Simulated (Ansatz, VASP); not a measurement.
Given: the input of a run of VASP 6.6.1 on Sb.

Contents of INCAR:

```
SYSTEM = Sb
PREC = Accurate
ENCUT = 600
EDIFF = 1E-6
ISMEAR = -1
SIGMA = 0.05
LREAL = .FALSE.
LASPH = .TRUE.
NELM = 80
ALGO = Normal
ISIF = 3
LWAVE = .FALSE.
LCHARG = .FALSE.
GGA = RE
IBRION = 2
NSW = 60
EDIFFG = -0.01
```

File KPOINTS:

```
regular mesh
0
G
  8 8 8
  0 0 0
```

Contents of POSCAR:

```
Sb
1.0
    3.1600000000      0.0000000000      0.0000000000
    0.0000000000      3.1600000000      0.0000000000
    0.0000000000      0.0000000000      3.1600000000
Sb
1
Direct
    0.0000000000      0.0000000000      0.0000000000
```

Potentials or basis: VASP PAW PBE potentials, release 64 (Sb).

The run is started by

```bash
$ cat potpaw_PBE.64/Sb/POTCAR > POTCAR
$ mpirun -np 1 vasp_std > vasp.out
```

Translate it to Ansatz 0.2.0. Potentials there: Ansatz PAW.

As run (the cutoff follows the program's own potentials):

The input input.yaml:

```yaml
crystal:
  lattice:
    - [3.16, 0.0, 0.0]
    - [0.0, 3.16, 0.0]
    - [0.0, 0.0, 3.16]
  atoms:
    - { symbol: Sb, position: [0.0, 0.0, 0.0] }
hamiltonian:
  xc: revpbe
  pseudopotentials: { kind: paw }
kpoints:
  mp_grid: { grid: [8, 8, 8] }
scf:
  occupations: { method: fermi_dirac, width: 0.05 }
output:
  forces: true
  stress: true
  eigenvalues: true
relax:
  f_tol: 0.01
  max_steps: 40
  cell: { stress_tol: 0.05 }
```

Potentials or basis: Ansatz PAW.

Run with:

```console
$ ansatz run input.yaml --threads 2 --pin off --max-ram 5632MiB --backend cpu --events-out ev --progress --plain --runs-dir out
```

Both were run:

|  | VASP | Ansatz | Ansatz less VASP |
| --- | --- | --- | --- |
| gap on the k mesh at the Fermi level, each at its own relaxed structure (eV) | none | none | - |
| relaxed volume (Å³/atom) | 30.67 | 30.72 | +0.057 |
| relaxed cell length with the largest relative difference (Å) | 3.130 | 3.132 | +0.0019 |

VASP's potentials were made for PBE, not for revPBE. A gap of «none» marks a metal or a gap that the smearing closes. VASP's potentials hold 5 valence electrons a cell and Ansatz's 15, so a difference there can come from the potentials and not from the codes.

Spin-orbit coupling is off throughout. Noted on Ansatz's run: the plane-wave basis is chosen anew once the cell has moved, so the energies of steps on either side of that aren't comparable.
